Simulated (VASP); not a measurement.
# ScAl2 (Fd-3m) in VASP: further runs

ScAl2 is run at these levels: r2SCAN; tasks: single point.

All numbers are computed with VASP 6.6.1; they aren't measurements. Logs are shortened: lines on timing, memory, paths and dates and some standing lists are left out, and cuts for length are marked.

### Step 1. The cell of the first run

Symmetry: Fd-3m, No. 227, cubic system. Conventional cell: a = 7.555 Å, b = 7.555 Å, c = 7.555 Å, α = 90.00°, β = 90.00°, γ = 90.00°. Sc (site symmetry -43m) has 12 Al at 3.13 Å and 4 Sc at 3.27 Å within 4.1 Å. Al (site symmetry -3m) has 6 Al at 2.67 Å and 6 Sc at 3.13 Å within 3.5 Å.

### Step 2. Single point, r2SCAN

POSCAR reads:

```
ScAl2
1.0
    0.0000000000      3.7776526800      3.7776526800
    3.7776526800      0.0000000000      3.7776526800
    3.7776526800      3.7776526800      0.0000000000
Sc Al
2 4
Direct
    0.5000000000      0.5000000000      0.5000000000
    0.7500000013      0.7500000013      0.7500000013
    0.1250000000      0.1250000000      0.1250000000
    0.6250000000      0.1250000000      0.1250000000
    0.1250000000      0.6250000000      0.1250000000
    0.1250000000      0.1250000000      0.6250000000
```

INCAR.step1 reads:

```
PREC = Accurate ; ENCUT = 520
ISMEAR = -1 ; SIGMA = 0.1
LREAL = F ; LASPH = T
NELM = 80 ; NBANDS = 26
GGA = PE ; ALGO = Normal
EDIFF = 1E-4 ; LWAVE = T
LCHARG = F
```

INCAR.step2 reads:

```
PREC = Accurate ; ENCUT = 520
EDIFF = 1E-6 ; ISMEAR = -1
SIGMA = 0.1 ; LREAL = F
LASPH = T ; NELM = 80
ALGO = Normal ; ISIF = 2
LWAVE = F ; LCHARG = F
METAGGA = R2SCAN ; LMIXTAU = T
NBANDS = 26 ; ISTART = 1
```

KPOINTS reads:

```
Automatic mesh
0
Gamma
  2 2 2
```

Potentials or basis: VASP PAW PBE potentials, release 64 (Sc_sv, Al).

Run with:

```console
$ cat potpaw_PBE.64/Sc_sv/POTCAR potpaw_PBE.64/Al/POTCAR > POTCAR
$ cp INCAR.step1 INCAR
$ mpirun -np 1 vasp_std > vasp.out
$ cp INCAR.step2 INCAR
$ mpirun -np 1 vasp_std > vasp.out
```

OUTCAR:

```text
PREC = Accurate
   ENCUT = 520
   EDIFF = 1E-6
   ISMEAR = -1
   LREAL = F
   LASPH = T
   NELM = 80
   ISIF = 2
   METAGGA = R2SCAN
   ISTART = 1

 ion  position               nearest neighbor table
   1  0.500  0.500  0.500-   5 3.13   6 3.13   4 3.13   6 3.13   4 3.13   5 3.13   3 3.13   3 3.13
                             3 3.13   4 3.13   5 3.13   6 3.13   2 3.27   2 3.27   2 3.27   2 3.27
   2  0.750  0.750  0.750-   4 3.13   5 3.13   6 3.13   3 3.13   3 3.13   3 3.13   4 3.13   4 3.13
                             6 3.13   5 3.13   5 3.13   6 3.13   1 3.27   1 3.27   1 3.27   1 3.27
   3  0.125  0.125  0.125-   4 2.67   5 2.67   6 2.67   6 2.67   5 2.67   4 2.67   2 3.13   2 3.13
                             2 3.13   1 3.13   1 3.13   1 3.13
   4  0.625  0.125  0.125-   3 2.67   6 2.67   5 2.67   3 2.67   5 2.67   6 2.67   2 3.13   1 3.13
                             1 3.13   1 3.13   2 3.13   2 3.13
   5  0.125  0.625  0.125-   3 2.67   6 2.67   3 2.67   4 2.67   6 2.67   4 2.67   2 3.13   1 3.13
                             1 3.13   1 3.13   2 3.13   2 3.13
   6  0.125  0.125  0.625-   3 2.67   3 2.67   4 2.67   5 2.67   5 2.67   4 2.67   2 3.13   1 3.13
                             1 3.13   1 3.13   2 3.13   2 3.13

  LATTYP: Found a face centered cubic cell.
 ALAT       =     7.5553053600

  Lattice vectors:

 A1 = (   0.0000000000,   3.7776526800,   3.7776526800)
 A2 = (   3.7776526800,   0.0000000000,   3.7776526800)
 A3 = (   3.7776526800,   3.7776526800,   0.0000000000)

Analysis of symmetry for initial positions (statically):
=====================================================================
 Subroutine PRICEL returns:
 Original cell was already a primitive cell.

 Routine SETGRP: Setting up the symmetry group for a
 face centered cubic supercell.

 Subroutine GETGRP returns: Found 48 space group operations
 (whereof 24 operations were pure point group operations)
 out of a pool of 48 trial point group operations.

The static configuration has the point symmetry T_d .
 The point group associated with its full space group is O_h .

Analysis of symmetry for dynamics (positions and initial velocities):
=====================================================================
 Subroutine PRICEL returns:
 Original cell was already a primitive cell.

 Routine SETGRP: Setting up the symmetry group for a
 face centered cubic supercell.

 Subroutine GETGRP returns: Found 48 space group operations
 (whereof 24 operations were pure point group operations)
 out of a pool of 48 trial point group operations.

The dynamic configuration has the point symmetry T_d .
 The point group associated with its full space group is O_h .

 Subroutine INISYM returns: Found 48 space group operations
 (whereof 24 operations are pure point group operations),
 and found     1 'primitive' translations

----------------------------------------------------------------------------------------

                                     Primitive cell

  volume of cell :     107.8192

  direct lattice vectors                    reciprocal lattice vectors
     0.000000000  3.777652680  3.777652680    -0.132357324  0.132357324  0.132357324
     3.777652680  0.000000000  3.777652680     0.132357324 -0.132357324  0.132357324
     3.777652680  3.777652680  0.000000000     0.132357324  0.132357324 -0.132357324

  length of vectors
     5.342407654  5.342407654  5.342407654     0.229249610  0.229249610  0.229249610

  position of ions in fractional coordinates (direct lattice)
     0.500000000  0.500000000  0.500000000
     0.750000001  0.750000001  0.750000001
     0.125000000  0.125000000  0.125000000
     0.625000000  0.125000000  0.125000000
     0.125000000  0.625000000  0.125000000
     0.125000000  0.125000000  0.625000000

  ion indices of the primitive-cell ions
   primitive index   ion index
                 1           1
                 2           2
                 3           3
                 4           4
                 5           5
                 6           6

----------------------------------------------------------------------------------------

 KPOINTS: Automatic mesh

Automatic generation of k-mesh.
 Grid dimensions read from file:
 generate k-points for:    2    2    2

 Generating k-lattice:

  Cartesian coordinates                     Fractional coordinates (reciprocal lattice)
    -0.066178662  0.066178662  0.066178662     0.500000000  0.000000000  0.000000000
     0.066178662 -0.066178662  0.066178662     0.000000000  0.500000000  0.000000000
     0.066178662  0.066178662 -0.066178662     0.000000000  0.000000000  0.500000000

  Length of vectors
     0.114624805  0.114624805  0.114624805

  Shift w.r.t. Gamma in fractional coordinates (k-lattice)
     0.000000000  0.000000000  0.000000000

 Subroutine IBZKPT returns following result:
 ===========================================

 Found      3 irreducible k-points:

 Following reciprocal coordinates:
            Coordinates               Weight
  0.000000  0.000000  0.000000      1.000000
  0.500000  0.000000  0.000000      4.000000
  0.500000  0.500000  0.000000      3.000000
   k-points           NKPTS =      3   k-points in BZ     NKDIM =      3   number of bands    NBANDS=     26
   number of dos      NEDOS =    301   number of ions     NIONS =      6
   total plane-waves  NPLWV =  64000
   dimension x,y,z NGX =    40 NGY =   40 NGZ =   40
   dimension x,y,z NGXF=    80 NGYF=   80 NGZF=   80
   ions per type =               2   4
   NGX,Y,Z   is equivalent  to a cutoff of  12.45, 12.45, 12.45 a.u.
   NGXF,Y,Z  is equivalent  to a cutoff of  24.89, 24.89, 24.89 a.u.
 SYSTEM =  unknown system
   PREC   = accura    normal or accurate (medium, high low for compatibility)
   ISTART =      1    job   : 0-new  1-cont  2-samecut
   ICHARG =      0    charge: 1-file 2-atom 10-const
   ISPIN  =      1    spin polarized calculation?
   LNONCOLLINEAR =      F non collinear calculations
   LSORBIT =      F    spin-orbit coupling
   LASPH  =      T    aspherical Exc in radial PAW
   ENCUT  =  520.0 eV  38.22 Ry    6.18 a.u.   9.93  9.93  9.93*2*pi/ulx,y,z
   NELM   =     80;   NELMIN=  2; NELMDL=  0     # of ELM steps
   EDIFF  = 0.1E-05   stopping-criterion for ELM
   LREAL  =      F    real-space projection
   EDIFFG = 0.1E-04   stopping-criterion for IOM
   NSW    =      0    number of steps for IOM
   IBRION =     -1    ionic relax: 0-MD 1-quasi-New 2-CG
   NFREE  =      0    steps in history (QN), initial steepest desc. (CG)
   ISIF   =      2    stress and relaxation
   ISYM   =      2    0-nonsym 1-usesym 2-fastsym
   POTIM  = 0.5000    time-step for ionic-motion
   TEBEG  =    0.0;   TEEND  =   0.0 temperature during run
   PSTRESS=    0.0 pullay stress
   NELECT =      34.0000    total number of electrons
   NUPDOWN=      -1.0000    fix difference up-down
   EMIN   =  10.00;   EMAX   =-10.00  energy-range for DOS
   EFERMI =   0.00;   METHOD = LEGACY
   ISMEAR =    -1;   SIGMA  =   0.10  broadening in eV -4-tet -1-fermi 0-gaus
   EFERMI_NEDOS =   21; number of points for ismear=-14 and -15
   IALGO  =     38    algorithm
   IMIX   =      4    mixing-type and parameters
     AMIX     =   0.40;   BMIX     =  1.00
     AMIX_MAG =   1.60;   BMIX_MAG =  1.00
  volume/ion in A,a.u.               =      17.97       121.27
  Fermi-wavevector in a.u.,A,eV,Ry     =   1.114301  2.105723 16.893895  1.241666
  Thomas-Fermi vector in A             =   2.250894
   LORBIT       =      0    0 simple, 1 ext, 2 COOP (PROOUT), +10 PAW based schemes
   METAGGA = R2SCAN    functional components
   LHFCALC =     F    Hartree Fock is set to
   AEXX    =    0.0000 exact exchange contribution
   IVDW    =     0    specifies the selected vdW correction
   LEPSILON=     F    determine dielectric tensor
   LRPA    =     F    only Hartree local field effects (RPA)
 non-spin polarized calculation
  energy-cutoff  :      520.00
  volume of cell :      107.82
 maximum number of plane-waves:      2914
 NGX is ok and might be reduce to    40
   NGX = 19   NGY = 19   NGZ = 19

 number of electron      33.9999997 magnetization

 Free energy of the ion-electron system (eV)
  ---------------------------------------------------
  ext. energy  EPLUGINS =         0.00000000
  ---------------------------------------------------
  free energy    TOTEN  =       -52.45563486 eV

  energy without entropy =      -52.31350900  energy(sigma->0) =      -52.38457193

 E-fermi :   7.0018     XC(G=0): -11.0343

 val. band max:        6.9796431693   @ k =   0.5000   0.5000   0.0000
 cond. band min:       7.5058163359   @ k =   0.5000   0.5000   0.0000
 fundamental gap:      0.5261731666
 Fermi energy:         7.0017550864

 k-point     1 :       0.0000    0.0000    0.0000
  band No.  band energies     occupation
      1     -44.4826      2.00000
      2     -44.4404      2.00000
      3     -22.2111      2.00000
      4     -22.2111      2.00000
      5     -22.2111      2.00000
      6     -22.0967      2.00000
[... 18 lines left out ...]
     25      10.3974      0.00000
     26      10.3974      0.00000

 k-point     2 :       0.5000    0.0000    0.0000
  band No.  band energies     occupation
      1     -44.4720      2.00000
      2     -44.4509      2.00000
      3     -22.2249      2.00000
      4     -22.2249      2.00000
      5     -22.2130      2.00000
      6     -22.0998      2.00000
[... 18 lines left out ...]
     25      10.0768      0.00000
     26      10.0768      0.00000

 k-point     3 :       0.5000    0.5000    0.0000
  band No.  band energies     occupation
      1     -44.4614      2.00000
      2     -44.4614      2.00000
      3     -22.2392      2.00000
      4     -22.2392      2.00000
      5     -22.1564      2.00000
      6     -22.1564      2.00000
[... 18 lines left out ...]
     25      11.0827      0.00000
     26      11.0828      0.00000

------------------------ aborting loop because EDIFF is reached ----------------------------------------

  FORCE on cell =-STRESS in cart. coord.  units (eV):
  Direction    XX          YY          ZZ          XY          YZ          ZX
  --------------------------------------------------------------------------------------
  -------------------------------------------------------------------------------------
  Total        0.7624971      0.7624971      0.7624971      0.0000000      0.0000000     -0.0000000
  in kB       11.3305947     11.3305947     11.3305947      0.0000000      0.0000000     -0.0000000
  external PRESSURE =      11.3305947 kB  Pullay stress =       0.0000000 kB

 VOLUME and BASIS-vectors are now :
 -----------------------------------------------------------------------------
  energy-cutoff  :      520.00
  volume of cell :      107.82
      direct lattice vectors                 reciprocal lattice vectors
     0.000000000  3.777652680  3.777652680    -0.132357324  0.132357324  0.132357324
     3.777652680  0.000000000  3.777652680     0.132357324 -0.132357324  0.132357324
     3.777652680  3.777652680  0.000000000     0.132357324  0.132357324 -0.132357324

 POSITION                                       TOTAL-FORCE (eV/Angst)
 -----------------------------------------------------------------------------------
      3.77765      3.77765      3.77765         0.000000      0.000000      0.000000
      5.66648      5.66648      5.66648        -0.000000     -0.000000      0.000000
      0.94441      0.94441      0.94441        -0.000000      0.000000     -0.000000
      0.94441      2.83324      2.83324         0.000000     -0.000000     -0.000000
      2.83324      0.94441      2.83324         0.000000      0.000000      0.000000
      2.83324      2.83324      0.94441         0.000000      0.000000     -0.000000
 -----------------------------------------------------------------------------------
    total drift:                                0.000001      0.000001      0.000003

  FREE ENERGIE OF THE ION-ELECTRON SYSTEM (eV)
  ---------------------------------------------------
  free  energy   TOTEN  =       -52.4556348591 eV

  energy  without entropy=      -52.3135089979  energy(sigma->0) =      -52.38457193
```

Run time: 53 s. Hardware: 1 thread of AMD EPYC 7R13 (Zen 3), shared host; peak memory 0.22 GiB.

What came out:

- Free energy: -52.4556 eV
- Pressure: 1.1 GPa
- Band gap on the k mesh: zero (bands 17 and 18 overlap by 2.70 eV)

Caveat: the k points lie up to 0.72 Å⁻¹ apart, too coarse for converged energies and pressures of a metal; the PAW data sets were made with another functional, which shifts forces and pressure a little.

### Step 3. Single point, r2SCAN

POSCAR is that of step 2.

INCAR.step1 reads:

```
SYSTEM = ScAl2
PREC = Accurate ; ENCUT = 520
ISMEAR = -1 ; SIGMA = 0.1
LREAL = .False. ; LASPH = .True.
NELM = 100 ; NBANDS = 26
GGA = PE ; ALGO = Normal
EDIFF = 1E-4 ; LWAVE = .True.
LCHARG = .False.
```

INCAR.step2 reads:

```
SYSTEM = ScAl2
PREC = Accurate ; ENCUT = 520
EDIFF = 1E-6 ; ISMEAR = -1
SIGMA = 0.1 ; LREAL = .False.
LASPH = .True. ; NELM = 100
ALGO = Normal ; ISIF = 2
LWAVE = .False. ; LCHARG = .True.
METAGGA = R2SCAN ; LMIXTAU = .True.
LELF = .True. ; LVHAR = .True.
NBANDS = 26 ; ISTART = 1
```

KPOINTS reads:

```
regular mesh
0
Gamma
  3 3 3
  0 0 0
```

Potentials or basis: VASP PAW PBE potentials, release 64 (Sc_sv, Al).

Run with:

```console
$ cat potpaw_PBE.64/Sc_sv/POTCAR potpaw_PBE.64/Al/POTCAR > POTCAR
$ cp INCAR.step1 INCAR
$ mpirun -np 1 vasp_std > vasp.out
$ cp INCAR.step2 INCAR
$ mpirun -np 1 vasp_std > vasp.out
```

OUTCAR:

```text
SYSTEM = ScAl2
   PREC = Accurate
   ENCUT = 520
   EDIFF = 1E-6
   ISMEAR = -1
   LREAL = .False.
   LASPH = .True.
   NELM = 100
   ISIF = 2
   METAGGA = R2SCAN
   ISTART = 1

 ion  position               nearest neighbor table
   1  0.500  0.500  0.500-   5 3.13   6 3.13   4 3.13   6 3.13   4 3.13   5 3.13   3 3.13   3 3.13
                             3 3.13   4 3.13   5 3.13   6 3.13   2 3.27   2 3.27   2 3.27   2 3.27
   2  0.750  0.750  0.750-   4 3.13   5 3.13   6 3.13   3 3.13   3 3.13   3 3.13   4 3.13   4 3.13
                             6 3.13   5 3.13   5 3.13   6 3.13   1 3.27   1 3.27   1 3.27   1 3.27
[... 308 lines left out ...]
  -------------------------------------------------------------------------------------
  Total       -0.1015076     -0.1015076     -0.1015076     -0.0000000     -0.0000000     -0.0000000
  in kB       -1.5083880     -1.5083880     -1.5083880     -0.0000000     -0.0000000     -0.0000000
  external PRESSURE =      -1.5083880 kB  Pullay stress =       0.0000000 kB

 VOLUME and BASIS-vectors are now :
 -----------------------------------------------------------------------------
  energy-cutoff  :      520.00
  volume of cell :      107.82
      direct lattice vectors                 reciprocal lattice vectors
     0.000000000  3.777652680  3.777652680    -0.132357324  0.132357324  0.132357324
     3.777652680  0.000000000  3.777652680     0.132357324 -0.132357324  0.132357324
     3.777652680  3.777652680  0.000000000     0.132357324  0.132357324 -0.132357324

 POSITION                                       TOTAL-FORCE (eV/Angst)
 -----------------------------------------------------------------------------------
      3.77765      3.77765      3.77765        -0.000000     -0.000000     -0.000000
      5.66648      5.66648      5.66648         0.000000      0.000000      0.000000
      0.94441      0.94441      0.94441        -0.000000      0.000000     -0.000000
      0.94441      2.83324      2.83324        -0.000000      0.000000      0.000000
      2.83324      0.94441      2.83324        -0.000000      0.000000     -0.000000
      2.83324      2.83324      0.94441         0.000000      0.000000      0.000000
 -----------------------------------------------------------------------------------
    total drift:                                0.000001      0.000001      0.000003

  FREE ENERGIE OF THE ION-ELECTRON SYSTEM (eV)
  ---------------------------------------------------
  free  energy   TOTEN  =       -52.7220813921 eV

  energy  without entropy=      -52.5860711375  energy(sigma->0) =      -52.65407626
```

OSZICAR.step1:

```text
N       E                     dE             d eps       ncg     rms          rms(c)
DAV:   1     0.395494489065E+03    0.39549E+03   -0.14525E+04   216   0.122E+03
DAV:   2     0.379387484692E+00   -0.39512E+03   -0.38543E+03   248   0.458E+02
DAV:   3    -0.324635071049E+02   -0.32843E+02   -0.31398E+02   340   0.137E+02
DAV:   4    -0.334366917842E+02   -0.97318E+00   -0.95765E+00   344   0.220E+01
DAV:   5    -0.334474935421E+02   -0.10802E-01   -0.10794E-01   352   0.294E+00    0.101E+01
DAV:   6    -0.302908988232E+02    0.31566E+01   -0.16208E+01   342   0.281E+01    0.313E+00
DAV:   7    -0.302448504231E+02    0.46048E-01   -0.81916E-01   328   0.658E+00    0.204E+00
DAV:   8    -0.301966244052E+02    0.48226E-01   -0.13167E-01   316   0.299E+00    0.572E-01
DAV:   9    -0.301935899609E+02    0.30344E-02   -0.18277E-02   328   0.133E+00    0.195E-01
DAV:  10    -0.301934388596E+02    0.15110E-03   -0.13073E-03   342   0.302E-01    0.529E-02
DAV:  11    -0.301934111978E+02    0.27662E-04   -0.85711E-05   194   0.110E-01
   1 F= -.30193411E+02 E0= -.30115390E+02  d E =-.156042E+00
```

Wall time 66 s (1 thread of AMD EPYC 7R13 (Zen 3), shared host); peak memory 0.22 GiB.

What came out:

```
Free energy            : -52.7221 eV
Pressure               : -0.2 GPa
Band gap on the k mesh : zero (bands 17 and 18 overlap by 1.89 eV)
```

Levels at points of the mesh, in eV from the Fermi level:
| k point | band 13 | band 14 | band 15 | band 16 | band 17 | band 18 | band 19 | band 20 | band 21 | band 22 |
| --- | --- | --- | --- | --- | --- | --- | --- | --- | --- | --- |
| (0.00, 0.00, 0.00) | -2.68 | -2.42 | -2.42 | -2.42 | -1.73 | -1.73 | 0.50 | 2.33 | 2.33 | 2.33 |

Caveat: the k points lie up to 0.48 Å⁻¹ apart, too coarse for converged energies and pressures of a metal; the PAW data sets were made with another functional, which shifts forces and pressure a little.

The gap in the log of VASP goes by the Fermi energy; the results here count the filled bands.